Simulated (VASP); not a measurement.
# MgO5 (P6/mmm) in VASP: notebook, part 2 of 2

VASP 6.6.1.

### 3 Single point, PBE, collinear spin, ferromagnetic start

This run uses another cell than the first one, of 11.49 Å³/atom, 1.280 times its volume.

INCAR reads:

```
SYSTEM = MgO5
ALGO = Normal ; EDIFF = 1E-6
ENCUT = 520 ; GGA = PE
ISIF = 2 ; ISMEAR = 0
ISPIN = 2 ; LASPH = .True.
LCHARG = .False. ; LORBIT = 11
LREAL = .False. ; LWAVE = .False.
MAGMOM = 0 1 1 1 1 1 ; NBANDS = 29
NELM = 150 ; PREC = Accurate
SIGMA = 0.1
```

KPOINTS reads:

```
k-points
0
Gamma
  6 6 4
  0 0 0
```

POSCAR reads:

```
MgO5
1.0
    3.6500632600      0.0000000000      0.0000000000
   -1.8250316300      3.1610475100      0.0000000000
    0.0000000000      0.0000000000      5.9726916400
Mg O
1 5
Direct
    0.0000000000      0.0000000000      0.5000000000
    0.3333333300      0.6666666700      0.5000000000
    0.6666666700      0.3333333300      0.5000000000
    0.0000000000      0.0000000000      0.0000000000
    0.3333333300      0.6666666700      0.0000000000
    0.6666666700      0.3333333300      0.0000000000
```

Potentials or basis: VASP PAW PBE potentials, release 64 (Mg, O).

Run with:

```
$ cat potpaw_PBE.64/Mg/POTCAR potpaw_PBE.64/O/POTCAR > POTCAR
$ mpirun -np 1 vasp_std > vasp.out
```

OUTCAR:

```text
SYSTEM = MgO5
   EDIFF = 1E-6
   ENCUT = 520
   GGA = PE
   ISIF = 2
   ISMEAR = 0
   ISPIN = 2
   LASPH = .True.
   LORBIT = 11
   LREAL = .False.
   NELM = 150
   PREC = Accurate

 ion  position               nearest neighbor table
   1  0.000  0.000  0.500-   2 2.11   3 2.11   3 2.11   2 2.11   3 2.11   2 2.11
   2  0.333  0.667  0.500-   1 2.11   1 2.11   1 2.11
   3  0.667  0.333  0.500-   1 2.11   1 2.11   1 2.11
   4  0.000  0.000  0.000-
   5  0.333  0.667  0.000-
   6  0.667  0.333  0.000-

  LATTYP: Found a hexagonal cell.
 ALAT       =     3.6500632600
 C/A-ratio  =     1.6363255140

  Lattice vectors:

 A1 = (   3.6500632600,   0.0000000000,   0.0000000000)
 A2 = (  -1.8250316300,   3.1610475100,   0.0000000000)
 A3 = (   0.0000000000,   0.0000000000,   5.9726916400)

[... 1512 lines left out ...]
  --------------------------------------------------------------------------------------
  -------------------------------------------------------------------------------------
  Total       -2.2311385     -2.2311385     -1.4193042      0.0000000      0.0000000      0.0000000
  in kB      -51.8723128    -51.8723128    -32.9977685      0.0000000      0.0000000      0.0000000
  external PRESSURE =     -45.5807980 kB  Pullay stress =       0.0000000 kB

 VOLUME and BASIS-vectors are now :
 -----------------------------------------------------------------------------
  energy-cutoff  :      520.00
  volume of cell :       68.91
      direct lattice vectors                 reciprocal lattice vectors
     3.650063260  0.000000000  0.000000000     0.273967854  0.158175414  0.000000000
    -1.825031630  3.161047510  0.000000000     0.000000000  0.316350829  0.000000000
     0.000000000  0.000000000  5.972691640     0.000000000  0.000000000  0.167428701

 POSITION                                       TOTAL-FORCE (eV/Angst)
 -----------------------------------------------------------------------------------
      0.00000      0.00000      2.98635        -0.000000      0.000000     -0.000000
     -0.00000      2.10737      2.98635         0.000000      0.000000      0.000000
      1.82503      1.05368      2.98635        -0.000000     -0.000000     -0.000000
      0.00000      0.00000      0.00000        -0.000000      0.000000     -0.000000
     -0.00000      2.10737      0.00000        -0.000000      0.000000     -0.000000
      1.82503      1.05368      0.00000         0.000000      0.000000     -0.000000
 -----------------------------------------------------------------------------------
    total drift:                                0.000000      0.000000     -0.000000

  FREE ENERGIE OF THE ION-ELECTRON SYSTEM (eV)
  ---------------------------------------------------
  free  energy   TOTEN  =       -22.0012289443 eV

  energy  without entropy=      -21.9832438696  energy(sigma->0) =      -21.99223641

 total charge

# of ion       s       p       d       tot
------------------------------------------
    1        0.130   0.132   0.054   0.317
    2        1.620   3.198   0.000   4.819
    3        1.620   3.198   0.000   4.819
    4        1.649   2.954   0.000   4.603
    5        1.652   2.926   0.000   4.578
    6        1.652   2.926   0.000   4.578
--------------------------------------------------
tot          8.325  15.334   0.054  23.713

 magnetization (x)

# of ion       s       p       d       tot
------------------------------------------
    1       -0.003   0.003  -0.000  -0.000
    2        0.004   0.309   0.000   0.313
    3        0.004   0.309   0.000   0.313
    4       -0.001  -0.398   0.000  -0.399
    5        0.003   0.496   0.000   0.499
    6        0.003   0.496   0.000   0.499
--------------------------------------------------
tot          0.010   1.215  -0.000   1.225
```

OSZICAR:

```text
N       E                     dE             d eps       ncg     rms          rms(c)
DAV:   1     0.148353479398E+03    0.14835E+03   -0.16226E+04  2436   0.101E+03
DAV:   2    -0.164401471228E+02   -0.16479E+03   -0.15307E+03  3012   0.231E+02
DAV:   3    -0.246797094743E+02   -0.82396E+01   -0.80526E+01  2852   0.494E+01
[... 12 lines left out ...]
DAV:  59    -0.220010993333E+02   -0.15617E-03   -0.10450E-04  2574   0.831E-02    0.777E-02
DAV:  60    -0.220012006863E+02   -0.10135E-03   -0.25582E-04  2591   0.110E-01    0.305E-02
DAV:  61    -0.220011911807E+02    0.95055E-05   -0.27664E-04  2671   0.113E-01    0.345E-02
DAV:  62    -0.220012267437E+02   -0.35563E-04   -0.70277E-05  2471   0.606E-02    0.126E-02
DAV:  63    -0.220012282556E+02   -0.15119E-05   -0.83551E-06  2538   0.148E-02    0.924E-03
DAV:  64    -0.220012289443E+02   -0.68873E-06   -0.72915E-07  1460   0.644E-03
   1 F= -.22001229E+02 E0= -.21992236E+02  d E =-.179851E-01  mag=     1.4333
```

stdout:

```text
POSCAR found type information on POSCAR MgO
 POSCAR found :  2 types and       6 ions
 scaLAPACK will be used
 LDA part: xc-table for (Slater+PW92), standard interpolation
 POSCAR, INCAR and KPOINTS ok, starting setup
 FFT: planning ... GRIDC
 FFT: planning ... GRID_SOFT
 FFT: planning ... GRID
 WAVECAR not read
 entering main loop
```

Run time: 2.6 min. Hardware: 1 thread of Intel Xeon 6975P-C (Granite Rapids), shared host; peak memory 0.25 GiB.

Results:

| Property | Result |
| --- | --- |
| Free energy | -22.0012 eV |
| Pressure | -4.6 GPa |
| Net moment | 1.43 μB per cell |
| Site moments | Mg -0.00; O +0.31, -0.40, +0.50 μB |
| Valence electrons inside the program's atomic spheres | Mg 0.32; O 4.82, 4.60, 4.58 |

Stress tensor (GPa, compression positive):
```
-5.19  0.00  0.00
 0.00 -5.19  0.00
 0.00  0.00 -3.30
```

### 4 Relaxation of cell and atoms, PBE, collinear spin, ferromagnetic start

This run uses another cell than the first one, of 11.49 Å³/atom, 1.280 times its volume.

INCAR reads:

```
ALGO = Normal
EDIFF = 1E-7
EDIFFG = -0.04
ENCUT = 600
GGA = PE
IBRION = 2
ISIF = 3
ISMEAR = 0
ISPIN = 2
LASPH = True
LCHARG = False
LORBIT = 11
LREAL = False
LWAVE = False
MAGMOM = 0 1 1 1 1 1
NELM = 150
NSW = 90
PREC = Accurate
SIGMA = 0.1
```

KPOINTS reads:

```
k-points
0
Gamma
  6 6 4
```

POSCAR is that of step 3.

Potentials or basis: VASP PAW PBE potentials, release 64 (Mg, O).

Run with:

```
$ cat potpaw_PBE.64/Mg/POTCAR potpaw_PBE.64/O/POTCAR > POTCAR
$ mpirun -np 1 vasp_std > vasp.out
```

OUTCAR:

```text
EDIFF = 1E-7
   EDIFFG = -0.04
   ENCUT = 600
   GGA = PE
   IBRION = 2
   ISIF = 3
   ISMEAR = 0
   ISPIN = 2
   LASPH = True
   LORBIT = 11
   LREAL = False
   NELM = 150
   NSW = 90
   PREC = Accurate

 ion  position               nearest neighbor table
   1  0.000  0.000  0.500-   2 2.11   3 2.11   3 2.11   2 2.11   3 2.11   2 2.11
   2  0.333  0.667  0.500-   1 2.11   1 2.11   1 2.11
   3  0.667  0.333  0.500-   1 2.11   1 2.11   1 2.11
   4  0.000  0.000  0.000-
   5  0.333  0.667  0.000-
   6  0.667  0.333  0.000-

  LATTYP: Found a hexagonal cell.
 ALAT       =     3.6500632600
 C/A-ratio  =     1.6363255140

  Lattice vectors:

 A1 = (   3.6500632600,   0.0000000000,   0.0000000000)
[... 3712 lines left out ...]

 number of electron      31.9999997 magnetization       0.0014862

 Free energy of the ion-electron system (eV)
  ---------------------------------------------------
  ext. energy  EPLUGINS =         0.00000000
  ---------------------------------------------------
  free energy    TOTEN  =       -23.56576072 eV

  energy without entropy =      -23.54085760  energy(sigma->0) =      -23.55330916

 E-fermi :   2.1991     XC(G=0): -11.3615

 val. band max:        2.1549312844   @ k =   0.3333   0.1667   0.5000
 cond. band min:       2.2180025831   @ k =   0.3333   0.0000   0.2500
 fundamental gap:      0.0630712987
 Fermi energy:         2.1990941233
[... 1128 lines left out ...]
  FREE ENERGIE OF THE ION-ELECTRON SYSTEM (eV)
  ---------------------------------------------------
  free  energy   TOTEN  =       -23.5657607199 eV

  energy  without entropy=      -23.5408575994  energy(sigma->0) =      -23.55330916

 reached required accuracy - stopping structural energy minimisation

 total charge

# of ion       s       p       d       tot
------------------------------------------
    1        0.135   0.159   0.071   0.364
    2        1.631   3.112   0.000   4.743
    3        1.631   3.112   0.000   4.743
    4        1.614   3.213   0.000   4.827
    5        1.658   2.940   0.000   4.598
    6        1.658   2.940   0.000   4.598
--------------------------------------------------
tot          8.327  15.475   0.071  23.872

 magnetization (x)

# of ion       s       p       d       tot
------------------------------------------
    1       -0.000  -0.000   0.000  -0.000
    2        0.000   0.000   0.000   0.000
    3        0.000   0.000   0.000   0.000
    4        0.000   0.000   0.000   0.000
    5        0.000   0.001   0.000   0.001
    6        0.000   0.001   0.000   0.001
--------------------------------------------------
tot          0.000   0.002   0.000   0.002
```

OSZICAR:

```text
N       E                     dE             d eps       ncg     rms          rms(c)
DAV:   1     0.179037252479E+03    0.17904E+03   -0.17887E+04  1932   0.142E+03
[... 545 lines left out ...]
DAV:   3    -0.235659470098E+02    0.15673E-03   -0.15341E-03  2279   0.237E-01    0.144E-01
DAV:   4    -0.235657972664E+02    0.14974E-03   -0.45415E-04  1953   0.140E-01    0.594E-02
DAV:   5    -0.235657667020E+02    0.30564E-04   -0.11020E-04  2014   0.652E-02    0.117E-02
DAV:   6    -0.235657614563E+02    0.52457E-05   -0.12696E-05  2002   0.276E-02    0.408E-03
DAV:   7    -0.235657609079E+02    0.54840E-06   -0.82946E-07  2093   0.614E-03    0.175E-03
DAV:   8    -0.235657607688E+02    0.13909E-06   -0.10603E-07  1010   0.210E-03    0.211E-03
DAV:   9    -0.235657607199E+02    0.48921E-07   -0.53409E-08  1001   0.149E-03
  27 F= -.23565761E+02 E0= -.23553309E+02  d E =-.484542E-03  mag=    -0.0002
```

Wall time 20 min (1 thread of Intel Xeon 6975P-C (Granite Rapids), shared host); peak memory 0.3 GiB.

Results:

| Quantity | Value |
| --- | --- |
| Free energy | -23.5658 eV |
| Relaxed volume | 8.81 Å³/atom |
| Relaxed cell | a = 3.992 Å, b = 3.992 Å, c = 3.829 Å, α = 90.00°, β = 90.00°, γ = 120.00° |
| Space group after relaxing (to 0.05 Å) | P6/mmm (No. 191) |
| Energy gained by relaxing | 266.8 meV/atom |
| Ionic steps | 27 |
| Pressure after relaxing | 0.5 GPa |
| Band gap on the k mesh | zero (filled and empty bands overlap) |
| Net moment | 0.00 μB per cell |
| Valence electrons inside the program's atomic spheres | Mg 0.36; O 4.74, 4.83, 4.60 |

The path:
| step | energy change (eV) | largest force (eV/Å) | pressure (GPa) | volume (Å³) |
| --- | --- | --- | --- | --- |
| 1 | 0.0000 | 0.0000 | -6.09 | 68.91 |
| 2 | -0.0933 | 0.0000 | 0.39 | 64.64 |
| 3 | -0.0949 | 0.0000 | -0.41 | 65.05 |
| 4 | -0.0949 | 0.0000 | -0.58 | 65.14 |
| 5 | -0.1062 | 0.0000 | -0.55 | 64.55 |
| 6 | -0.1419 | 0.0000 | -0.42 | 62.79 |
| 7 | -0.2042 | 0.0000 | 0.72 | 59.23 |
| 8 | -0.2637 | 0.0000 | 9.45 | 52.05 |
| 9 | 2.9241 | 0.0000 | 115.43 | 37.35 |
| 10 | -0.2675 | 0.0000 | 9.98 | 51.78 |
| 11 | -0.2734 | 0.0000 | 33.01 | 44.62 |
| 12 | 0.1811 | 0.0000 | 60.19 | 41.00 |
| 13 | -0.2884 | 0.0000 | 35.59 | 44.12 |
| 14 | -0.2862 | 0.0000 | 38.07 | 43.69 |
| 15 | -0.3775 | 0.0000 | 36.04 | 43.98 |
| 16 | -0.6258 | 0.0000 | 30.32 | 44.85 |
| 17 | -1.0165 | 0.0000 | 20.44 | 46.64 |
| 18 | -1.4533 | 0.0000 | 5.71 | 50.31 |
| 19 | -1.4197 | 0.0000 | -10.70 | 58.13 |
| 20 | -1.5513 | 0.0000 | -4.32 | 54.24 |
| 21 | -1.5543 | 0.0000 | -3.03 | 53.63 |
| 22 | -1.5711 | 0.0000 | -2.33 | 53.44 |
| 23 | -1.5970 | 0.0000 | -0.34 | 52.97 |
| 24 | -1.5641 | 0.0000 | 4.73 | 52.00 |
| 25 | -1.6001 | 0.0000 | 0.64 | 52.76 |
| 26 | -1.6002 | 0.0000 | 0.74 | 52.74 |
| 27 | -1.6007 | 0.0000 | 0.54 | 52.83 |

Final structure:
```cif
data_structure
_symmetry_space_group_name_H-M 'P 1'
_symmetry_Int_Tables_number 1
_cell_length_a 3.9918
_cell_length_b 3.9918
_cell_length_c 3.8286
_cell_angle_alpha 90.000
_cell_angle_beta 90.000
_cell_angle_gamma 120.000
_cell_volume 52.83
loop_
_atom_site_label
_atom_site_type_symbol
_atom_site_fract_x
_atom_site_fract_y
_atom_site_fract_z
_atom_site_occupancy
Mg1 Mg 0.00000 0.00000 0.50000 1
O1 O 0.33333 0.66667 0.50000 1
O2 O 0.66667 0.33333 0.50000 1
O3 O 0.00000 0.00000 0.00000 1
O4 O 0.33333 0.66667 0.00000 1
O5 O 0.66667 0.33333 0.00000 1
```

Levels at points of the mesh, in eV from the Fermi level:
Spin up:
```csv
k point,band 14,band 15,band 16,band 17,band 18,band 19
"(0.00, 0.00, 0.00)",-1.72,-0.31,-0.31,1.37,1.37,3.43
"(0.50, 0.00, 0.00)",-0.91,-0.68,0.15,0.47,0.98,3.58
"(0.00, 0.00, 0.50)",-1.25,-0.83,-0.83,-0.54,-0.18,1.24
"(0.50, 0.00, 0.50)",-0.87,-0.82,-0.60,-0.12,0.03,0.07
```
Spin down:
```
           k point  band 12  band 13  band 14  band 15  band 16  band 17  band 18  band 19  band 20  band 21
(0.00, 0.00, 0.00)    -2.26    -1.72    -1.72    -0.31    -0.31     1.37     1.37     3.43     3.90     8.28
(0.50, 0.00, 0.00)    -2.63    -1.26    -0.91    -0.68     0.15     0.47     0.98     3.58     3.74    10.20
(0.00, 0.00, 0.50)    -3.30    -1.43    -1.25    -0.83    -0.83    -0.54    -0.18     1.25     1.25    10.08
(0.50, 0.00, 0.50)    -1.32    -0.99    -0.87    -0.82    -0.60    -0.12     0.03     0.07     0.11    11.73
```

Caveat: the volume moved by over 15 % at a fixed basis, so the end points are rough.

### 5 Overview

```tsv
task	cell	cutoff (eV)	gap on the mesh (eV)	pressure (GPa)	moment (μB)
single point	a = 4.024, b = 4.024, c = 3.840 Å, angles 90.0, 90.0, 120.0°, 6 atoms	520	none	0.8	2.03
single point	a = 3.650, b = 3.650, c = 5.973 Å, angles 90.0, 90.0, 120.0°, 6 atoms	520	none	-4.6	1.43
relaxation of cell and atoms	relaxed from a = 3.650, b = 3.650, c = 5.973 Å, angles 90.0, 90.0, 120.0°, 6 atoms	600	none	0.5	0.00
```

Alike in all rows: level PBE; potentials or basis VASP PAW PBE potentials, release 64 (Mg, O); spin collinear, ferromagnetic start; k mesh 6 × 6 × 4; smearing gaussian 0.1 eV.

Caveats: some runs use coarse meshes; the volume moved by over 15 % at a fixed basis, so the end points are rough (some runs).

Total energies depend on the potentials used, so only differences within one code and one set of settings carry meaning.
